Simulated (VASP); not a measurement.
# BaHg (Pm-3m) in VASP: further runs

The runs below take BaHg through single point, relaxation of cell and atoms, with LDA.

Everything below comes from runs of VASP 6.6.1. Logs are shortened: lines on timing, memory, paths and dates and some standing lists are left out, and cuts for length are marked.

## (1) The cell of the first run

The structure is cubic, space group Pm-3m (No. 221). Conventional cell: a = 4.023 Å, b = 4.023 Å, c = 4.023 Å, α = 90.00°, β = 90.00°, γ = 90.00°. Within 4.6 Å of Ba (site symmetry m-3m) lie 8 Hg at 3.48 Å and 6 Ba at 4.02 Å. Hg (site symmetry m-3m) has 8 Ba at 3.48 Å and 6 Hg at 4.02 Å within 4.6 Å.

## (2) Single point, LDA

The input, INCAR:

```
SYSTEM = BaHg
PREC = Accurate
ENCUT = 520
EDIFF = 1E-7
ISMEAR = -1
SIGMA = 0.1
LREAL = .FALSE.
LASPH = .TRUE.
NELM = 60
ALGO = Normal
ISIF = 2
LWAVE = .FALSE.
LCHARG = .TRUE.
GGA = CA
LELF = .TRUE.
LVHAR = .TRUE.
NBANDS = 18
```

The input, KPOINTS:

```
regular mesh
0
G
  8 8 8
  0 0 0
```

The input, POSCAR:

```
BaHg
1.0
    4.0232504790      0.0000000000      0.0000000000
    0.0000000000      4.0232504790      0.0000000000
    0.0000000000      0.0000000000      4.0232504790
Ba Hg
1 1
Direct
    0.0000000000      0.0000000000      0.0000000000
    0.5000000000      0.5000000000      0.5000000000
```

Potentials or basis: VASP PAW LDA potentials, release 64 (Ba_sv, Hg).

Launch:

```sh
$ cat potpaw_LDA.64/Ba_sv/POTCAR potpaw_LDA.64/Hg/POTCAR > POTCAR
$ mpirun -np 1 vasp_std > vasp.out
```

OUTCAR:

```text
SYSTEM = BaHg
   PREC = Accurate
   ENCUT = 520
   EDIFF = 1E-7
   ISMEAR = -1
   LREAL = .FALSE.
   LASPH = .TRUE.
   NELM = 60
   ISIF = 2
   GGA = CA

 ion  position               nearest neighbor table
   1  0.000  0.000  0.000-   2 3.48   2 3.48   2 3.48   2 3.48   2 3.48   2 3.48   2 3.48   2 3.48

   2  0.500  0.500  0.500-   1 3.48   1 3.48   1 3.48   1 3.48   1 3.48   1 3.48   1 3.48   1 3.48

  LATTYP: Found a simple cubic cell.
 ALAT       =     4.0232504790

  Lattice vectors:

 A1 = (   4.0232504790,   0.0000000000,   0.0000000000)
 A2 = (   0.0000000000,   4.0232504790,   0.0000000000)
 A3 = (   0.0000000000,   0.0000000000,   4.0232504790)

Analysis of symmetry for initial positions (statically):
=====================================================================
 Subroutine PRICEL returns:
 Original cell was already a primitive cell.

 Routine SETGRP: Setting up the symmetry group for a
 simple cubic supercell.

 Subroutine GETGRP returns: Found 48 space group operations
 (whereof 48 operations were pure point group operations)
 out of a pool of 48 trial point group operations.

The static configuration has the point symmetry O_h .

Analysis of symmetry for dynamics (positions and initial velocities):
=====================================================================
 Subroutine PRICEL returns:
 Original cell was already a primitive cell.

 Routine SETGRP: Setting up the symmetry group for a
 simple cubic supercell.

 Subroutine GETGRP returns: Found 48 space group operations
 (whereof 48 operations were pure point group operations)
 out of a pool of 48 trial point group operations.

The dynamic configuration has the point symmetry O_h .

 Subroutine INISYM returns: Found 48 space group operations
 (whereof 48 operations are pure point group operations),
 and found     1 'primitive' translations

----------------------------------------------------------------------------------------

                                     Primitive cell

  volume of cell :      65.1225

  direct lattice vectors                    reciprocal lattice vectors
     4.023250479  0.000000000  0.000000000     0.248555243  0.000000000  0.000000000
     0.000000000  4.023250479  0.000000000     0.000000000  0.248555243  0.000000000
     0.000000000  0.000000000  4.023250479     0.000000000  0.000000000  0.248555243

  length of vectors
     4.023250479  4.023250479  4.023250479     0.248555243  0.248555243  0.248555243

  position of ions in fractional coordinates (direct lattice)
     0.000000000  0.000000000  0.000000000
     0.500000000  0.500000000  0.500000000

  ion indices of the primitive-cell ions
   primitive index   ion index
                 1           1
                 2           2

----------------------------------------------------------------------------------------

 KPOINTS: regular mesh

Automatic generation of k-mesh.
 Grid dimensions read from file:
 generate k-points for:    8    8    8

 Generating k-lattice:

  Cartesian coordinates                     Fractional coordinates (reciprocal lattice)
     0.031069405  0.000000000  0.000000000     0.125000000  0.000000000  0.000000000
     0.000000000  0.031069405  0.000000000     0.000000000  0.125000000  0.000000000
     0.000000000  0.000000000  0.031069405     0.000000000  0.000000000  0.125000000

  Length of vectors
     0.031069405  0.031069405  0.031069405

  Shift w.r.t. Gamma in fractional coordinates (k-lattice)
     0.000000000  0.000000000  0.000000000

 Subroutine IBZKPT returns following result:
 ===========================================

 Found     35 irreducible k-points:

 Following reciprocal coordinates:
            Coordinates               Weight
  0.000000  0.000000  0.000000      1.000000
  0.125000  0.000000  0.000000      6.000000
  0.250000  0.000000  0.000000      6.000000
  0.375000  0.000000  0.000000      6.000000
  0.500000  0.000000  0.000000      3.000000
  0.125000  0.125000  0.000000     12.000000
[... 16 lines left out ...]
  0.375000  0.375000  0.125000     24.000000
  0.500000  0.375000  0.125000     24.000000
 [... further k-points ...]
   k-points           NKPTS =     35   k-points in BZ     NKDIM =     35   number of bands    NBANDS=     18
   number of dos      NEDOS =    301   number of ions     NIONS =      2
   total plane-waves  NPLWV =  27000
   dimension x,y,z NGX =    30 NGY =   30 NGZ =   30
   dimension x,y,z NGXF=    60 NGYF=   60 NGZF=   60
   ions per type =               1   1
   NGX,Y,Z   is equivalent  to a cutoff of  12.40, 12.40, 12.40 a.u.
   NGXF,Y,Z  is equivalent  to a cutoff of  24.79, 24.79, 24.79 a.u.
 SYSTEM =  BaHg
   PREC   = accura    normal or accurate (medium, high low for compatibility)
   ISTART =      0    job   : 0-new  1-cont  2-samecut
   ICHARG =      2    charge: 1-file 2-atom 10-const
   ISPIN  =      1    spin polarized calculation?
   LNONCOLLINEAR =      F non collinear calculations
   LSORBIT =      F    spin-orbit coupling
   LASPH  =      T    aspherical Exc in radial PAW
   ENCUT  =  520.0 eV  38.22 Ry    6.18 a.u.   7.48  7.48  7.48*2*pi/ulx,y,z
   NELM   =     60;   NELMIN=  2; NELMDL= -5     # of ELM steps
   EDIFF  = 0.1E-06   stopping-criterion for ELM
   LREAL  =      F    real-space projection
   EDIFFG = 0.1E-05   stopping-criterion for IOM
   NSW    =      0    number of steps for IOM
   IBRION =     -1    ionic relax: 0-MD 1-quasi-New 2-CG
   NFREE  =      0    steps in history (QN), initial steepest desc. (CG)
   ISIF   =      2    stress and relaxation
   ISYM   =      2    0-nonsym 1-usesym 2-fastsym
   POTIM  = 0.5000    time-step for ionic-motion
   TEBEG  =    0.0;   TEEND  =   0.0 temperature during run
   PSTRESS=    0.0 pullay stress
   NELECT =      22.0000    total number of electrons
   NUPDOWN=      -1.0000    fix difference up-down
   EMIN   =  10.00;   EMAX   =-10.00  energy-range for DOS
   EFERMI =   0.00;   METHOD = LEGACY
   ISMEAR =    -1;   SIGMA  =   0.10  broadening in eV -4-tet -1-fermi 0-gaus
   EFERMI_NEDOS =   21; number of points for ismear=-14 and -15
   IALGO  =     38    algorithm
   IMIX   =      4    mixing-type and parameters
     AMIX     =   0.40;   BMIX     =  1.00
     AMIX_MAG =   1.60;   BMIX_MAG =  1.00
  volume/ion in A,a.u.               =      32.56       219.73
  Fermi-wavevector in a.u.,A,eV,Ry     =   1.140176  2.154621 17.687599  1.300002
  Thomas-Fermi vector in A             =   2.276879
   LORBIT       =      0    0 simple, 1 ext, 2 COOP (PROOUT), +10 PAW based schemes
   GGA     = CA    functional components
   LHFCALC =     F    Hartree Fock is set to
   AEXX    =    0.0000 exact exchange contribution
   IVDW    =     0    specifies the selected vdW correction
   LEPSILON=     F    determine dielectric tensor
   LRPA    =     F    only Hartree local field effects (RPA)
 non-spin polarized calculation
  energy-cutoff  :      520.00
  volume of cell :       65.12
 maximum number of plane-waves:      1775
 NGX is ok and might be reduce to    30
   NGX = 15   NGY = 15   NGZ = 15

 number of electron      22.0000002 magnetization

 Free energy of the ion-electron system (eV)
  ---------------------------------------------------
  ext. energy  EPLUGINS =         0.00000000
  ---------------------------------------------------
  free energy    TOTEN  =        -4.39630646 eV

  energy without entropy =       -4.34609361  energy(sigma->0) =       -4.37120003

 E-fermi :   2.9791     XC(G=0):  -9.8485

 val. band max:        2.9698504785   @ k =   0.3750   0.2500   0.2500
 cond. band min:       2.9992148824   @ k =   0.2500   0.1250   0.0000
 fundamental gap:      0.0293644039
 Fermi energy:         2.9790625242

 k-point     1 :       0.0000    0.0000    0.0000
  band No.  band energies     occupation
      1     -25.2076      2.00000
      2     -10.1937      2.00000
      3     -10.1937      2.00000
      4     -10.1937      2.00000
      5      -4.4830      2.00000
      6      -4.4830      2.00000
[... 10 lines left out ...]
     17       8.2521      0.00000
     18       8.2521      0.00000

 k-point     2 :       0.1250    0.0000    0.0000
  band No.  band energies     occupation
      1     -25.1993      2.00000
      2     -10.3281      2.00000
      3     -10.1877      2.00000
      4     -10.1877      2.00000
      5      -4.4723      2.00000
      6      -4.4270      2.00000
[... 10 lines left out ...]
     17       9.1562      0.00000
     18       9.1562      0.00000

 k-point     3 :       0.2500    0.0000    0.0000
  band No.  band energies     occupation
      1     -25.1794      2.00000
      2     -10.6279      2.00000
      3     -10.1731      2.00000
      4     -10.1731      2.00000
      5      -4.4463      2.00000
      6      -4.2939      2.00000
[... 10 lines left out ...]
     17      10.4007      0.00000
     18      10.4007      0.00000

 k-point     4 :       0.3750    0.0000    0.0000
  band No.  band energies     occupation
      1     -25.1593      2.00000
      2     -10.9001      2.00000
      3     -10.1585      2.00000
      4     -10.1585      2.00000
      5      -4.4199      2.00000
      6      -4.1644      2.00000
[... 10 lines left out ...]
     17      10.4921      0.00000
     18      11.7134      0.00000

 k-point     5 :       0.5000    0.0000    0.0000
  band No.  band energies     occupation
      1     -25.1509      2.00000
      2     -11.0062      2.00000
      3     -10.1525      2.00000
      4     -10.1525      2.00000
      5      -4.4089      2.00000
      6      -4.1524      2.00000
[... 10 lines left out ...]
     17      10.2296      0.00000
     18      11.2000      0.00000

 k-point     6 :       0.1250    0.1250    0.0000
  band No.  band energies     occupation
      1     -25.1913      2.00000
      2     -10.3428      2.00000
      3     -10.2915      2.00000
      4     -10.1804      2.00000
      5      -4.4421      2.00000
      6      -4.3954      2.00000
[... 307 lines left out ...]
 k-point    21 :       0.3750    0.2500    0.1250
  band No.  band energies     occupation
      1     -25.1261      2.00000
      2     -10.7906      2.00000
      3     -10.4947      2.00000
      4     -10.2199      2.00000
      5      -4.3230      2.00000
      6      -4.3056      2.00000
[... 10 lines left out ...]
     17       9.1366      0.00000
     18      10.9266      0.00000

 k-point    22 :       0.5000    0.2500    0.1250
  band No.  band energies     occupation
      1     -25.1182      2.00000
      2     -10.8847      2.00000
      3     -10.4778      2.00000
      4     -10.2076      2.00000
      5      -4.3380      2.00000
      6      -4.3109      2.00000
[... 10 lines left out ...]
     17       9.5017      0.00000
     18      11.2393      0.00000

 k-point    23 :       0.3750    0.3750    0.1250
  band No.  band energies     occupation
      1     -25.1078      2.00000
      2     -10.7440      2.00000
      3     -10.7084      2.00000
      4     -10.1877      2.00000
      5      -4.3577      2.00000
      6      -4.3087      2.00000
[... 10 lines left out ...]
     17       9.1979      0.00000
     18      10.4977      0.00000

 k-point    24 :       0.5000    0.3750    0.1250
  band No.  band energies     occupation
      1     -25.1001      2.00000
      2     -10.8171      2.00000
      3     -10.7001      2.00000
      4     -10.1740      2.00000
      5      -4.3756      2.00000
      6      -4.3153      2.00000
[... 10 lines left out ...]
     17       9.4522      0.00000
     18      11.0792      0.00000

 [... further k-points ...]
[... 5 lines left out ...]
  --------------------------------------------------------------------------------------
  -------------------------------------------------------------------------------------
  Total        0.2184998      0.2184998      0.2184998      0.0000000     -0.0000000     -0.0000000
  in kB        5.3756436      5.3756436      5.3756436      0.0000000     -0.0000000     -0.0000000
  external PRESSURE =       5.3756436 kB  Pullay stress =       0.0000000 kB

 VOLUME and BASIS-vectors are now :
 -----------------------------------------------------------------------------
  energy-cutoff  :      520.00
  volume of cell :       65.12
      direct lattice vectors                 reciprocal lattice vectors
     4.023250479  0.000000000  0.000000000     0.248555243  0.000000000  0.000000000
     0.000000000  4.023250479  0.000000000     0.000000000  0.248555243  0.000000000
     0.000000000  0.000000000  4.023250479     0.000000000  0.000000000  0.248555243

 POSITION                                       TOTAL-FORCE (eV/Angst)
 -----------------------------------------------------------------------------------
      0.00000      0.00000      0.00000         0.000000      0.000000      0.000000
      2.01163      2.01163      2.01163         0.000000      0.000000      0.000000
 -----------------------------------------------------------------------------------
    total drift:                                0.000000      0.000000      0.000000

  FREE ENERGIE OF THE ION-ELECTRON SYSTEM (eV)
  ---------------------------------------------------
  free  energy   TOTEN  =        -4.3963064567 eV

  energy  without entropy=       -4.3460936116  energy(sigma->0) =       -4.37120003
```

Wall time 18 s (1 thread of AMD EPYC 9R45 (Zen 5), shared host); peak memory 0.14 GiB.

What came out:

- Free energy: -4.3963 eV
- Pressure: 0.5 GPa
- Band gap on the k mesh: zero (band 11 reaches 3.86 eV, above the bottom of band 12 at 1.48 eV)

Caveat: spin-orbit coupling is left out, which moves the levels of the heavy elements.

## (3) Relaxation of cell and atoms, LDA

This run uses another cell than the first one, of 36.48 Å³/atom, 1.120 times its volume.

The input, INCAR:

```
PREC = Accurate ; ENCUT = 600
EDIFF = 1E-6 ; ISMEAR = -1
SIGMA = 0.1 ; LREAL = False
LASPH = True ; NELM = 80
ALGO = Normal ; ISIF = 3
LWAVE = False ; LCHARG = False
IBRION = 2 ; NSW = 100
EDIFFG = -0.002
```

The input, KPOINTS:

```
regular mesh
0
Gamma
  8 8 8
```

The input, POSCAR:

```
BaHg
1.0
    4.1787600400      0.0000000000      0.0000000000
    0.0000000000      4.1787600400      0.0000000000
    0.0000000000      0.0000000000      4.1787600400
Ba Hg
1 1
Direct
    0.0000000000      0.0000000000      0.0000000000
    0.5000000000      0.5000000000      0.5000000000
```

Potentials or basis: VASP PAW LDA potentials, release 64 (Ba_sv, Hg).

Launch:

```sh
$ cat potpaw_LDA.64/Ba_sv/POTCAR potpaw_LDA.64/Hg/POTCAR > POTCAR
$ mpirun -np 1 vasp_std > vasp.out
```

Run time: 52 s. Hardware: 1 thread of AMD EPYC 9R45 (Zen 5), shared host; peak memory 0.18 GiB.

Results (log left out):

```
Free energy                            : -4.3986 eV
Relaxed volume                         : 33.12 Å³/atom
Relaxed cell                           : a = 4.046 Å, b = 4.046 Å, c = 4.046 Å, α = 90.00°, β = 90.00°, γ = 90.00°
Space group after relaxing (to 0.05 Å) : Pm-3m (No. 221)
Energy gained by relaxing              : 28.8 meV/atom
Ionic steps                            : 3
Pressure after relaxing                : 0.0 GPa
Band gap on the k mesh                 : zero (band 11 reaches 3.76 eV, above the bottom of band 12 at 1.43 eV)
```

Step by step:
| step | energy change (eV) | largest force (eV/Å) | pressure (GPa) | volume (Å³) |
| --- | --- | --- | --- | --- |
| 1 | 0.0000 | 0.0000 | -2.52 | 72.97 |
| 2 | -0.0566 | 0.0000 | -0.40 | 67.08 |
| 3 | -0.0577 | 0.0000 | -0.01 | 66.25 |

Final structure:
```xyz
2
Lattice="4.0463 0.0000 0.0000 0.0000 4.0463 0.0000 0.0000 0.0000 4.0463" Properties=species:S:1:pos:R:3 pbc="T T T"
Ba    0.0000    0.0000    0.0000
Hg    2.0232    2.0232    2.0232
```

Levels at points of the mesh, in eV from the Fermi level:
```
           k point  band 9  band 10  band 11  band 12  band 13  band 14
(0.00, 0.00, 0.00)   -7.13    -6.44     0.79     0.79     4.22     4.22
(0.50, 0.00, 0.00)   -7.06    -4.23    -2.11     0.88     1.58     1.58
(0.50, 0.50, 0.00)   -6.90    -4.65     0.79     0.79     1.30     3.68
(0.50, 0.50, 0.50)   -6.89    -2.95    -1.45    -1.45    -1.45     6.61
```

Caveat: spin-orbit coupling is left out, which moves the levels of the heavy elements.
